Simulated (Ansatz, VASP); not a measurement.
**One calculation of Zr2Br, two programs**

```
Zr Br
1.0
     5.07497    0.00000    0.00000
    -2.53749    4.39505    0.00000
     0.00000    0.00000    3.12460
Zr Br
2 1
Direct
  0.33333 0.66667 0.50000
  0.66667 0.33333 0.50000
  0.00000 0.00000 0.00000
```

Change from the starting cell: species swapped into the CeHg2 type (P6/mmm, No. 191).

Alike in both runs: functional PBE; k mesh 6 × 6 × 6; occupations gaussian, width 0.1 eV; no spin polarisation.

Ansatz relaxed the structure, and its values are those at the end. VASP's run is a single point on that final structure, the one shown.

|  | VASP | Ansatz |
| --- | --- | --- |
| version | VASP 6.6.1 | Ansatz 0.2.0 |
| potentials or method | VASP PAW PBE potentials, release 64 (Zr_sv, Br), cutoff 520 eV | scalar-relativistic, plane waves, PAW |
| valence electrons in the cell | 31 | 31 |

```csv
,VASP,Ansatz,Ansatz less VASP
gap on the k mesh at the Fermi level (eV),none,none,-
pressure (GPa),0.1,0.1,-0.04
```

A gap of «none» marks a metal or a gap that the smearing closes. With one functional, cell and mesh, what is left measures potentials, basis and numerics.
